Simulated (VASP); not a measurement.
# AlN (P6_3/mmc) in VASP: further runs, part 2 of 2

VASP 6.6.1. The steps go on from the part before.

### Step 4. Single point, PBE (volume 10.750 Å^3 an atom, c/a of the conventional cell 1.1980)

File INCAR:

```
SYSTEM = AlN
PREC = Accurate ; ENCUT = 520
EDIFF = 1E-7 ; ISMEAR = 0
SIGMA = 0.05 ; LREAL = .FALSE.
LASPH = .TRUE. ; NELM = 100
ALGO = Normal ; ISIF = 2
LWAVE = .FALSE. ; LCHARG = .TRUE.
GGA = PE ; LELF = .TRUE.
LVHAR = .TRUE. ; NBANDS = 16
```

File KPOINTS:

```
regular mesh
0
G
  9 9 6
  0 0 0
```

File POSCAR:

```
AlN
1.0
    3.4606711725      0.0000000000      0.0000000000
   -1.7303355863      2.9970291495      0.0000000000
    0.0000000000      0.0000000000      4.1458840646
Al N
2 2
Direct
    0.3333333333      0.6666666667      0.7500000000
    0.6666666667      0.3333333333      0.2500000000
    0.3333333333      0.6666666667      0.2500000000
    0.6666666667      0.3333333333      0.7500000000
```

On the command line:

```bash
$ cat potpaw_PBE.64/Al/POTCAR potpaw_PBE.64/N/POTCAR > POTCAR
$ mpirun -np 1 vasp_std > vasp.out
```

It took 40 s on 1 thread of AMD EPYC 7R43 (Zen 3), shared host; peak memory 0.13 GiB.

Results (log left out):

- Free energy: -29.1190 eV
- Pressure: -14.2 GPa
- Band gap on the k mesh: 2.88 eV, direct

Stress tensor (GPa, compression positive):
```
-17.01   0.00   0.00
  0.00 -17.01   0.00
  0.00   0.00  -8.55
```

Levels at points of the mesh, in eV from the valence-band top:
```tsv
k point	band 6	band 7	band 8	band 9	band 10	band 11
(0.00, 0.00, 0.00)	-1.11	-1.11	0.00	2.88	3.85	7.81
(0.00, 0.00, 0.50)	-2.08	-2.08	-2.08	5.41	5.41	7.96
```

### Step 5. Single point, PBE (volume 11.149 Å^3 an atom, c/a of the conventional cell 1.2305)

File INCAR:

```
PREC = Accurate ; ENCUT = 520
EDIFF = 1E-6 ; ISMEAR = 0
SIGMA = 0.05 ; LREAL = False
LASPH = True ; NELM = 100
ALGO = Normal ; ISIF = 2
LWAVE = False ; LCHARG = True
GGA = PE ; LELF = True
LVHAR = True ; NBANDS = 16
```

File KPOINTS:

```
Automatic mesh
0
Gamma
  9 9 6
```

File POSCAR:

```
AlN
1.0
    3.4718521236      0.0000000000      0.0000000000
   -1.7359260618      3.0067121372      0.0000000000
    0.0000000000      0.0000000000      4.2721140381
Al N
2 2
Direct
    0.3333333333      0.6666666667      0.7500000000
    0.6666666667      0.3333333333      0.2500000000
    0.3333333333      0.6666666667      0.2500000000
    0.6666666667      0.3333333333      0.7500000000
```

Potentials or basis: VASP PAW PBE potentials, release 64 (Al, N).

On the command line:

```bash
$ cat potpaw_PBE.64/Al/POTCAR potpaw_PBE.64/N/POTCAR > POTCAR
$ mpirun -np 1 vasp_std > vasp.out
```

OUTCAR:

```text
PREC = Accurate
   ENCUT = 520
   EDIFF = 1E-6
   ISMEAR = 0
   LREAL = False
   LASPH = True
   NELM = 100
   ISIF = 2
   GGA = PE

 ion  position               nearest neighbor table
   1  0.333  0.667  0.750-   4 2.00   4 2.00   4 2.00   3 2.14   3 2.14   2 2.93   2 2.93   2 2.93
                             2 2.93   2 2.93   2 2.93
   2  0.667  0.333  0.250-   3 2.00   3 2.00   3 2.00   4 2.14   4 2.14   1 2.93   1 2.93   1 2.93
                             1 2.93   1 2.93   1 2.93
   3  0.333  0.667  0.250-   2 2.00   2 2.00   2 2.00   1 2.14   1 2.14
   4  0.667  0.333  0.750-   1 2.00   1 2.00   1 2.00   2 2.14   2 2.14

  LATTYP: Found a hexagonal cell.
 ALAT       =     3.4718521236
 C/A-ratio  =     1.2305000000

  Lattice vectors:

 A1 = (   3.4718521236,   0.0000000000,   0.0000000000)
 A2 = (  -1.7359260618,   3.0067121372,   0.0000000000)
 A3 = (   0.0000000000,   0.0000000000,   4.2721140381)

Analysis of symmetry for initial positions (statically):
[... 10 lines left out ...]

The static configuration has the point symmetry D_3d.
 The point group associated with its full space group is D_6h.

Analysis of symmetry for dynamics (positions and initial velocities):
[... 10 lines left out ...]

The dynamic configuration has the point symmetry D_3d.
 The point group associated with its full space group is D_6h.

 Subroutine INISYM returns: Found 24 space group operations
[... 5 lines left out ...]
                                     Primitive cell

  volume of cell :      44.5960

  direct lattice vectors                    reciprocal lattice vectors
     3.471852124  0.000000000  0.000000000     0.288030701  0.166294603  0.000000000
    -1.735926062  3.006712137  0.000000000     0.000000000  0.332589205  0.000000000
     0.000000000  0.000000000  4.272114038     0.000000000  0.000000000  0.234076149

  length of vectors
     3.471852124  3.471852124  4.272114038     0.332589205  0.332589205  0.234076149

  position of ions in fractional coordinates (direct lattice)
     0.333333333  0.666666667  0.750000000
     0.666666667  0.333333333  0.250000000
     0.333333333  0.666666667  0.250000000
     0.666666667  0.333333333  0.750000000

  ion indices of the primitive-cell ions
   primitive index   ion index
                 1           1
                 2           2
                 3           3
                 4           4

----------------------------------------------------------------------------------------

 KPOINTS: Automatic mesh

Automatic generation of k-mesh.
 Grid dimensions read from file:
 generate k-points for:    9    9    6

 Generating k-lattice:

  Cartesian coordinates                     Fractional coordinates (reciprocal lattice)
     0.032003411  0.018477178  0.000000000     0.111111111  0.000000000  0.000000000
     0.000000000  0.036954356  0.000000000     0.000000000  0.111111111  0.000000000
     0.000000000  0.000000000  0.039012691     0.000000000  0.000000000  0.166666667

  Length of vectors
     0.036954356  0.036954356  0.039012691

  Shift w.r.t. Gamma in fractional coordinates (k-lattice)
     0.000000000  0.000000000  0.000000000

 Subroutine IBZKPT returns following result:
 ===========================================

 Found     48 irreducible k-points:

 Following reciprocal coordinates:
            Coordinates               Weight
  0.000000  0.000000  0.000000      1.000000
  0.111111  0.000000  0.000000      6.000000
  0.222222  0.000000  0.000000      6.000000
  0.333333  0.000000  0.000000      6.000000
  0.444444  0.000000  0.000000      6.000000
  0.111111  0.111111  0.000000      6.000000
[... 16 lines left out ...]
  0.333333  0.222222  0.166667     24.000000
  0.333333  0.333333  0.166667      4.000000
 [... further k-points ...]
   k-points           NKPTS =     48   k-points in BZ     NKDIM =     48   number of bands    NBANDS=     16
   number of dos      NEDOS =    301   number of ions     NIONS =      4
   total plane-waves  NPLWV =  25088
   dimension x,y,z NGX =    28 NGY =   28 NGZ =   32
   dimension x,y,z NGXF=    56 NGYF=   56 NGZF=   64
   ions per type =               2   2
   NGX,Y,Z   is equivalent  to a cutoff of  13.41, 13.41, 12.45 a.u.
   NGXF,Y,Z  is equivalent  to a cutoff of  26.82, 26.82, 24.91 a.u.
 SYSTEM =  unknown system
   PREC   = accura    normal or accurate (medium, high low for compatibility)
   ISTART =      0    job   : 0-new  1-cont  2-samecut
   ICHARG =      2    charge: 1-file 2-atom 10-const
   ISPIN  =      1    spin polarized calculation?
   LNONCOLLINEAR =      F non collinear calculations
   LSORBIT =      F    spin-orbit coupling
   LASPH  =      T    aspherical Exc in radial PAW
   ENCUT  =  520.0 eV  38.22 Ry    6.18 a.u.   6.46  6.46  7.94*2*pi/ulx,y,z
   NELM   =    100;   NELMIN=  2; NELMDL= -5     # of ELM steps
   EDIFF  = 0.1E-05   stopping-criterion for ELM
   LREAL  =      F    real-space projection
   EDIFFG = 0.1E-04   stopping-criterion for IOM
   NSW    =      0    number of steps for IOM
   IBRION =     -1    ionic relax: 0-MD 1-quasi-New 2-CG
   NFREE  =      0    steps in history (QN), initial steepest desc. (CG)
   ISIF   =      2    stress and relaxation
   ISYM   =      2    0-nonsym 1-usesym 2-fastsym
   POTIM  = 0.5000    time-step for ionic-motion
   TEBEG  =    0.0;   TEEND  =   0.0 temperature during run
   PSTRESS=    0.0 pullay stress
   NELECT =      16.0000    total number of electrons
   NUPDOWN=      -1.0000    fix difference up-down
   EMIN   =  10.00;   EMAX   =-10.00  energy-range for DOS
   EFERMI =   0.00;   METHOD = LEGACY
   ISMEAR =     0;   SIGMA  =   0.05  broadening in eV -4-tet -1-fermi 0-gaus
   EFERMI_NEDOS =   21; number of points for ismear=-14 and -15
   IALGO  =     38    algorithm
   IMIX   =      4    mixing-type and parameters
     AMIX     =   0.40;   BMIX     =  1.00
     AMIX_MAG =   1.60;   BMIX_MAG =  1.00
  volume/ion in A,a.u.               =      11.15        75.24
  Fermi-wavevector in a.u.,A,eV,Ry     =   1.163276  2.198273 18.411562  1.353212
  Thomas-Fermi vector in A             =   2.299828
   LORBIT       =      0    0 simple, 1 ext, 2 COOP (PROOUT), +10 PAW based schemes
   GGA     = PE    functional components
   LHFCALC =     F    Hartree Fock is set to
   AEXX    =    0.0000 exact exchange contribution
   IVDW    =     0    specifies the selected vdW correction
   LEPSILON=     F    determine dielectric tensor
   LRPA    =     F    only Hartree local field effects (RPA)
 non-spin polarized calculation
 Gauss-broadening in eV      SIGMA  =   0.05
  energy-cutoff  :      520.00
  volume of cell :       44.60
 maximum number of plane-waves:      1252
 NGX is ok and might be reduce to    28
   NGX = 13   NGY = 13   NGZ = 15

 number of electron      15.9999997 magnetization

 Free energy of the ion-electron system (eV)
  ---------------------------------------------------
  ext. energy  EPLUGINS =         0.00000000
  ---------------------------------------------------
  free energy    TOTEN  =       -28.98580162 eV

  energy without entropy =      -28.98580162  energy(sigma->0) =      -28.98580162

 E-fermi :   6.8464     XC(G=0): -10.6622

 val. band max:        6.5991193582   @ k =   0.0000   0.0000   0.0000
 cond. band min:       9.1120065107   @ k =   0.0000   0.0000   0.0000
 fundamental gap:      2.5128871525
 Fermi energy:         6.8464223758

 k-point     1 :       0.0000    0.0000    0.0000
  band No.  band energies     occupation
      1      -9.2258      2.00000
      2      -6.0187      2.00000
      3       0.5661      2.00000
      4       3.6909      2.00000
      5       3.6909      2.00000
      6       5.3664      2.00000
[... 8 lines left out ...]
     15      17.8024      0.00000
     16      18.1445      0.00000

 k-point     2 :       0.1111    0.0000    0.0000
  band No.  band energies     occupation
      1      -9.1058      2.00000
      2      -6.0268      2.00000
      3       0.7002      2.00000
      4       3.2321      2.00000
      5       3.5112      2.00000
      6       4.8498      2.00000
[... 8 lines left out ...]
     15      17.3381      0.00000
     16      17.6372      0.00000
[... 387 lines left out ...]
      5       2.0292      2.00000
      6       3.8183      2.00000
[... 8 lines left out ...]
     15      17.6073      0.00000
     16      18.8455      0.00000

 k-point    24 :       0.3333    0.3333    0.1667
  band No.  band energies     occupation
      1      -7.0241      2.00000
      2      -7.0241      2.00000
      3       0.8635      2.00000
      4       1.5245      2.00000
      5       1.5245      2.00000
      6       4.1715      2.00000
[... 8 lines left out ...]
     15      17.4843      0.00000
     16      18.6607      0.00000

 [... further k-points ...]
[... 5 lines left out ...]
  --------------------------------------------------------------------------------------
  -------------------------------------------------------------------------------------
  Total       -5.8723923     -5.8723923     -4.2870379      0.0000000     -0.0000000      0.0000000
  in kB     -210.9743882   -210.9743882   -154.0181832      0.0000000     -0.0000000      0.0000000
  external PRESSURE =    -191.9889865 kB  Pullay stress =       0.0000000 kB

 VOLUME and BASIS-vectors are now :
 -----------------------------------------------------------------------------
  energy-cutoff  :      520.00
  volume of cell :       44.60
      direct lattice vectors                 reciprocal lattice vectors
     3.471852124  0.000000000  0.000000000     0.288030701  0.166294603  0.000000000
    -1.735926062  3.006712137  0.000000000     0.000000000  0.332589205  0.000000000
     0.000000000  0.000000000  4.272114038     0.000000000  0.000000000  0.234076149

 POSITION                                       TOTAL-FORCE (eV/Angst)
 -----------------------------------------------------------------------------------
     -0.00000      2.00447      3.20409         0.000000     -0.000000      0.000000
      1.73593      1.00224      1.06803        -0.000000      0.000000      0.000000
     -0.00000      2.00447      1.06803         0.000000      0.000000      0.000000
      1.73593      1.00224      3.20409         0.000000     -0.000000      0.000000
 -----------------------------------------------------------------------------------
    total drift:                               -0.000000     -0.000000     -0.000000

  FREE ENERGIE OF THE ION-ELECTRON SYSTEM (eV)
  ---------------------------------------------------
  free  energy   TOTEN  =       -28.9858016241 eV

  energy  without entropy=      -28.9858016241  energy(sigma->0) =      -28.98580162
```

stdout:

```text
POSCAR found type information on POSCAR AlN
 POSCAR found :  2 types and       4 ions
 scaLAPACK will be used
 LDA part: xc-table for (Slater+PW92), standard interpolation
 POSCAR, INCAR and KPOINTS ok, starting setup
 FFT: planning ... GRIDC
 FFT: planning ... GRID_SOFT
 FFT: planning ... GRID
 WAVECAR not read
 entering main loop
```

It took 40 s on 1 thread of AMD EPYC 7R43 (Zen 3), shared host; peak memory 0.13 GiB.

What came out:

```
Free energy            : -28.9858 eV
Pressure               : -19.2 GPa
Band gap on the k mesh : 2.51 eV, direct
```

### Step 6. Summary

```csv
cell,gap on the mesh (eV),pressure (GPa)
"a = 3.400, b = 3.400, c = 4.296 Å, angles 90.0, 90.0, 120.0°, 4 atoms",2.68,-13.8
"a = 3.339, b = 3.339, c = 4.452 Å, angles 90.0, 90.0, 120.0°, 4 atoms",2.53,-11.8
"a = 3.461, b = 3.461, c = 4.146 Å, angles 90.0, 90.0, 120.0°, 4 atoms",2.88,-14.2
"a = 3.472, b = 3.472, c = 4.272 Å, angles 90.0, 90.0, 120.0°, 4 atoms",2.51,-19.2
```

Alike in all rows: task single point; level PBE; potentials or basis VASP PAW PBE potentials, release 64 (Al, N); no spin polarisation; k mesh 9 × 9 × 6; cutoff (eV) 520; smearing gaussian 0.05 eV.

Total energies depend on the potentials used, so only differences within one code and one set of settings carry meaning.
